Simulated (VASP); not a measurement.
# TiO2 (Anatase) (I4_1/amd) in VASP: notebook

TiO2 (Anatase) is run at these levels: PBE; tasks: single point.

All numbers are computed with VASP 6.6.1; they aren't measurements. Logs are shortened: lines on timing, memory, paths and dates and some standing lists are left out, and cuts for length are marked.

### 1 The cell of the first run

The structure is tetragonal, space group I4_1/amd (No. 141). The conventional cell has a = 3.834 Å, b = 3.834 Å, c = 9.640 Å, α = 90.00°, β = 90.00°, γ = 90.00°. Ti (site symmetry -4m2) has 6 O at 1.96 to 2.01 Å within 2.6 Å. O (site symmetry 2mm) has 3 Ti at 1.96 to 2.01 Å and 2 O at 2.50 Å within 2.6 Å.

### 2 Single point, PBE

INCAR

```
  PREC = Accurate
  ENCUT = 520
  EDIFF = 1E-6
  ISMEAR = 0
  SIGMA = 0.01
  LREAL = False
  LASPH = True
  NELM = 60
  ALGO = Normal
  ISIF = 2
  LWAVE = False
  LCHARG = False
  GGA = PE
  NBANDS = 33
```

KPOINTS

```
regular mesh
0
Gamma
  7 7 7
```

POSCAR

```
TiO2
1.0
   -1.9169989080      1.9169989080      4.8199032318
    1.9169989080     -1.9169989080      4.8199032318
    1.9169989080      1.9169989080     -4.8199032318
Ti O
2 4
Direct
    0.0000000000      0.0000000000      0.0000000000
    0.7500000000      0.2500000000      0.5000000000
    0.2081000000      0.2081000000      0.0000000000
    0.9581000000      0.4581000000      0.5000000000
    0.5419000000      0.0419000000      0.5000000000
    0.7919000000      0.7919000000      0.0000000000
```

Potentials or basis: VASP PAW PBE potentials, release 64 (Ti_sv, O).

Started as:

```
cat potpaw_PBE.64/Ti_sv/POTCAR potpaw_PBE.64/O/POTCAR > POTCAR
mpirun -np 1 vasp_std > vasp.out
```

OUTCAR:

```text
PREC = Accurate
   ENCUT = 520
   EDIFF = 1E-6
   ISMEAR = 0
   LREAL = False
   LASPH = True
   NELM = 60
   ISIF = 2
   GGA = PE

 ion  position               nearest neighbor table
   1  0.000  0.000  0.000-   5 1.96   4 1.96   5 1.96   4 1.96   3 2.01   6 2.01
   2  0.750  0.250  0.500-   6 1.96   3 1.96   6 1.96   3 1.96   4 2.01   5 2.01
   3  0.208  0.208  0.000-   2 1.96   2 1.96   1 2.01
   4  0.958  0.458  0.500-   1 1.96   1 1.96   2 2.01
   5  0.542  0.042  0.500-   1 1.96   1 1.96   2 2.01
   6  0.792  0.792  0.000-   2 1.96   2 1.96   1 2.01

  LATTYP: Found a body centered tetragonal cell.
 ALAT       =     3.8339978160
 C/A-ratio  =     2.5142962845

  Lattice vectors:

 A1 = (  -1.9169989080,   1.9169989080,   4.8199032318)
 A2 = (   1.9169989080,  -1.9169989080,   4.8199032318)
 A3 = (   1.9169989080,   1.9169989080,  -4.8199032318)

Analysis of symmetry for initial positions (statically):
=====================================================================
 Subroutine PRICEL returns:
 Original cell was already a primitive cell.

 Routine SETGRP: Setting up the symmetry group for a
 body centered tetragonal supercell.

 Subroutine GETGRP returns: Found 16 space group operations
 (whereof  8 operations were pure point group operations)
 out of a pool of 16 trial point group operations.

The static configuration has the point symmetry D_2d.
 The point group associated with its full space group is D_4h.

Analysis of symmetry for dynamics (positions and initial velocities):
=====================================================================
 Subroutine PRICEL returns:
 Original cell was already a primitive cell.

 Routine SETGRP: Setting up the symmetry group for a
 body centered tetragonal supercell.

 Subroutine GETGRP returns: Found 16 space group operations
 (whereof  8 operations were pure point group operations)
 out of a pool of 16 trial point group operations.

The dynamic configuration has the point symmetry D_2d.
 The point group associated with its full space group is D_4h.

 Subroutine INISYM returns: Found 16 space group operations
 (whereof  8 operations are pure point group operations),
 and found     1 'primitive' translations

----------------------------------------------------------------------------------------

                                     Primitive cell

  volume of cell :      70.8504

  direct lattice vectors                    reciprocal lattice vectors
[... 93 lines left out ...]
   ENCUT  =  520.0 eV  38.22 Ry    6.18 a.u.  10.28 10.28 10.28*2*pi/ulx,y,z
   NELM   =     60;   NELMIN=  2; NELMDL= -5     # of ELM steps
   EDIFF  = 0.1E-05   stopping-criterion for ELM
   LREAL  =      F    real-space projection
   EDIFFG = 0.1E-04   stopping-criterion for IOM
   NSW    =      0    number of steps for IOM
   IBRION =     -1    ionic relax: 0-MD 1-quasi-New 2-CG
   NFREE  =      0    steps in history (QN), initial steepest desc. (CG)
   ISIF   =      2    stress and relaxation
   ISYM   =      2    0-nonsym 1-usesym 2-fastsym
   POTIM  = 0.5000    time-step for ionic-motion
   TEBEG  =    0.0;   TEEND  =   0.0 temperature during run
   PSTRESS=    0.0 pullay stress
   NELECT =      48.0000    total number of electrons
   NUPDOWN=      -1.0000    fix difference up-down
   EMIN   =  10.00;   EMAX   =-10.00  energy-range for DOS
   EFERMI =   0.00;   METHOD = LEGACY
   ISMEAR =     0;   SIGMA  =   0.01  broadening in eV -4-tet -1-fermi 0-gaus
   EFERMI_NEDOS =   21; number of points for ismear=-14 and -15
   IALGO  =     38    algorithm
   IMIX   =      4    mixing-type and parameters
     AMIX     =   0.40;   BMIX     =  1.00
     AMIX_MAG =   1.60;   BMIX_MAG =  1.00
  volume/ion in A,a.u.               =      11.81        79.69
  Fermi-wavevector in a.u.,A,eV,Ry     =   1.437831  2.717107 28.128120  2.067358
  Thomas-Fermi vector in A             =   2.556865
   LORBIT       =      0    0 simple, 1 ext, 2 COOP (PROOUT), +10 PAW based schemes
   GGA     = PE    functional components
   LHFCALC =     F    Hartree Fock is set to
   AEXX    =    0.0000 exact exchange contribution
   IVDW    =     0    specifies the selected vdW correction
   LEPSILON=     F    determine dielectric tensor
   LRPA    =     F    only Hartree local field effects (RPA)
 non-spin polarized calculation
 Gauss-broadening in eV      SIGMA  =   0.01
  energy-cutoff  :      520.00
  volume of cell :       70.85
 maximum number of plane-waves:      1929
 NGX is ok and might be reduce to    42
   NGX = 21   NGY = 21   NGZ = 21

 number of electron      48.0000000 magnetization

 Free energy of the ion-electron system (eV)
  ---------------------------------------------------
  ext. energy  EPLUGINS =         0.00000000
  ---------------------------------------------------
  free energy    TOTEN  =       -53.85653298 eV

  energy without entropy =      -53.85653298  energy(sigma->0) =      -53.85653298

 E-fermi :   3.1785     XC(G=0): -10.5378

 val. band max:        3.0611299022   @ k =  -0.4286   0.4286   0.0000
 cond. band min:       5.0691227313   @ k =   0.0000   0.0000   0.0000
 fundamental gap:      2.0079928291
 Fermi energy:         3.1784804444

 k-point     1 :       0.0000    0.0000    0.0000
  band No.  band energies     occupation
      1     -53.4995      2.00000
      2     -53.4492      2.00000
      3     -29.9106      2.00000
      4     -29.7025      2.00000
      5     -29.7025      2.00000
      6     -29.6407      2.00000
[... 853 lines left out ...]
     32       9.1413      0.00000
     33      10.0537      0.00000

 [... further k-points ...]
[... 5 lines left out ...]
  --------------------------------------------------------------------------------------
  -------------------------------------------------------------------------------------
  Total       -1.2170220     -1.2170220     -0.8475689      0.0000000      0.0000000      0.0000000
  in kB      -27.5211750    -27.5211750    -19.1665332      0.0000000      0.0000000      0.0000000
  external PRESSURE =     -24.7362944 kB  Pullay stress =       0.0000000 kB

 VOLUME and BASIS-vectors are now :
 -----------------------------------------------------------------------------
  energy-cutoff  :      520.00
  volume of cell :       70.85
      direct lattice vectors                 reciprocal lattice vectors
    -1.916998908  1.916998908  4.819903232     0.000000000  0.260824353  0.103736522
     1.916998908 -1.916998908  4.819903232     0.260824353  0.000000000  0.103736522
     1.916998908  1.916998908 -4.819903232     0.260824353  0.260824353  0.000000000

 POSITION                                       TOTAL-FORCE (eV/Angst)
 -----------------------------------------------------------------------------------
      0.00000      0.00000      0.00000         0.000000      0.000000      0.000000
      0.00000      1.91700      2.40995         0.000000      0.000000     -0.000000
      0.00000      0.00000      2.00604         0.000000     -0.000000     -0.101106
      0.00000      1.91700      4.41600        -0.000000      0.000000     -0.101106
      0.00000      1.91700      0.40391        -0.000000      0.000000      0.101106
      0.00000      0.00000      7.63376         0.000000     -0.000000      0.101106
 -----------------------------------------------------------------------------------
    total drift:                                0.000000      0.000000      0.000000

  FREE ENERGIE OF THE ION-ELECTRON SYSTEM (eV)
  ---------------------------------------------------
  free  energy   TOTEN  =       -53.8565329786 eV

  energy  without entropy=      -53.8565329786  energy(sigma->0) =      -53.85653298
```

Run time: 2.2 min. Hardware: 1 thread of Intel Xeon Platinum 8488C (Sapphire Rapids), shared host; peak memory 0.28 GiB.

Results:

| Property | Result |
| --- | --- |
| Free energy | -53.8565 eV |
| Pressure | -2.5 GPa |
| Largest force | 0.101 eV/Å |
| Band gap on the k mesh | 2.01 eV, indirect (least direct gap 2.35 eV) |

Forces on the atoms (eV/Å):
```
Ti   0.000  0.000  0.000
Ti   0.000  0.000  0.000
O    0.000  0.000 -0.101
O    0.000  0.000 -0.101
O    0.000  0.000  0.101
O    0.000  0.000  0.101
```

Stress tensor (GPa, compression positive):
```
-2.75  0.00  0.00
 0.00 -2.75  0.00
 0.00  0.00 -1.92
```

### 3 Single point, PBE

This run uses another cell than the first one, of 12.15 Å³/atom, 1.029 times its volume.

INCAR

```
PREC     = Accurate       # precision mode
ENCUT    = 520            # plane-wave cutoff, eV
EDIFF    = 1E-6           # SCF threshold, eV
ISMEAR   = 0              # smearing method
SIGMA    = 0.01           # smearing width, eV
LREAL    = F              # projectors in reciprocal space
LASPH    = T              # aspherical terms in the spheres
NELM     = 100            # most SCF steps
ALGO     = Normal         # electronic algorithm
ISIF     = 2              # what is computed and relaxed
LWAVE    = F              # write WAVECAR
LCHARG   = F              # write CHGCAR
GGA      = PE             # functional
NBANDS   = 33             # bands
```

KPOINTS

```
Automatic mesh
0
Gamma
  7 7 7
```

POSCAR, as its differences from that of step 2:

```diff
@@ -2,5 +2,5 @@
 1.0
-   -1.9169989080      1.9169989080      4.8199032318
-    1.9169989080     -1.9169989080      4.8199032318
-    1.9169989080      1.9169989080     -4.8199032318
+   -1.9352571393      1.9352571393      4.8658098350
+    1.9352571393     -1.9352571393      4.8658098350
+    1.9352571393      1.9352571393     -4.8658098350
 Ti O
```

Potentials or basis: VASP PAW PBE potentials, release 64 (Ti_sv, O).

Started as:

```
cat potpaw_PBE.64/Ti_sv/POTCAR potpaw_PBE.64/O/POTCAR > POTCAR
mpirun -np 1 vasp_std > vasp.out
```

Wall time 2.3 min (1 thread of Intel Xeon Platinum 8488C (Sapphire Rapids), shared host); peak memory 0.27 GiB.

Results (log left out):

```yaml
Free_energy: -53.7941 eV
Pressure: -7.7 GPa
Largest_force: 0.250 eV/Å
Band_gap_on_the_k_mesh: 1.94 eV, indirect (least direct gap 2.28 eV)
```

Forces in eV/Å, atoms in the order of the input:
```
Ti   0.000  0.000  0.000
Ti   0.000  0.000  0.000
O    0.000  0.000 -0.250
O    0.000  0.000 -0.250
O    0.000  0.000  0.250
O    0.000  0.000  0.250
```

Stress tensor (GPa, compression positive):
```
-7.82  0.00  0.00
 0.00 -7.82  0.00
 0.00  0.00 -7.33
```

Levels at points of the mesh, in eV from the valence-band top:
| k point | band 22 | band 23 | band 24 | band 25 | band 26 | band 27 |
| --- | --- | --- | --- | --- | --- | --- |
| (0.00, 0.00, 0.00) | -0.77 | -0.42 | -0.42 | 1.94 | 2.59 | 3.60 |
